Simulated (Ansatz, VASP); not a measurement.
## Sn: VASP beside Ansatz

POSCAR

```
Sn
1.0
   -0.1094819927      3.1749777876      3.1749777876
    3.1749777876     -0.1094819927      3.1749777876
    3.1749777876      3.1749777876     -0.1094819927
Sn
2
Direct
   -0.0032388387     -0.0032388387     -0.0032388387
    0.2532388387      0.2532388387      0.2532388387
```

INCAR.step1

```
SYSTEM = Sn
PREC = Accurate ; ENCUT = 520
ISMEAR = -1 ; SIGMA = 0.02
LREAL = .False. ; LASPH = .True.
NELM = 80 ; NBANDS = 21
GGA = PE ; ALGO = Normal
EDIFF = 1E-4 ; LWAVE = .True.
LCHARG = .False.
```

INCAR.step2

```
SYSTEM = Sn
PREC = Accurate ; ENCUT = 520
EDIFF = 1E-7 ; ISMEAR = -1
SIGMA = 0.02 ; LREAL = .False.
LASPH = .True. ; NELM = 80
ALGO = Normal ; ISIF = 2
LWAVE = .False. ; LCHARG = .False.
METAGGA = R2SCAN ; LMIXTAU = .True.
NBANDS = 21 ; ISTART = 1
```

Contents of KPOINTS:

```
Automatic mesh
0
Gamma
  6 6 6
  0 0 0
```

Input for Ansatz:

```yaml
crystal:
  lattice:
    - [-0.1094819927, 3.1749777876, 3.1749777876]
    - [3.1749777876, -0.1094819927, 3.1749777876]
    - [3.1749777876, 3.1749777876, -0.1094819927]
  atoms:
    - { symbol: Sn, position: [-0.0032388387, -0.0032388387, -0.0032388387] }
    - { symbol: Sn, position: [0.2532388387, 0.2532388387, 0.2532388387] }
kpoints:
  mp_grid: { grid: [6, 6, 6] }
  band_path:
    path:
      - [0.0, 0.0, 0.0]
      - [0.5, 0.0, 0.5]
      - [0.625, 0.25, 0.625]
      - [0.375, 0.375, 0.75]
      - [0.5, 0.5, 0.5]
      - [0.5, 0.25, 0.75]
      - [-0.027588, 0.0, 0.027588]
    npoints: 1
hamiltonian:
  xc: r2scan
scf:
  occupations: { method: fermi_dirac, width: 0.02 }
  n_extra_bands: 4
output:
  forces: true
  stress: true
  eigenvalues: true
```

Change from the starting cell: shear_111 strain -5.0%.

Alike in both runs: task single point; functional r2SCAN; k mesh 6 × 6 × 6; occupations fermi-dirac, width 0.02 eV; no spin polarisation.

|  | VASP | Ansatz |
| --- | --- | --- |
| version | VASP 6.6.1 | Ansatz 0.2.0 |
| potentials or method | VASP PAW PBE potentials, release 64 (Sn_d) | plane waves, PAW |
| plane-wave cutoff (eV) | 520 | 500 |
| valence electrons in the cell | 28 | 28 |

|  | VASP | Ansatz | Ansatz less VASP |
| --- | --- | --- | --- |
| pressure (GPa) | 2.5 | 2.5 | +0.02 |
| traceless stress, the component that is largest in VASP (GPa) | 0.95 | 0.95 | 0.000 |
| rms of the force components (eV/Å) | 0.003 | 0.003 | +0.0003 |

VASP's potentials were made for PBE, not for r2SCAN. Atom by atom the forces differ by 0.000 eV/Å (rms over components).
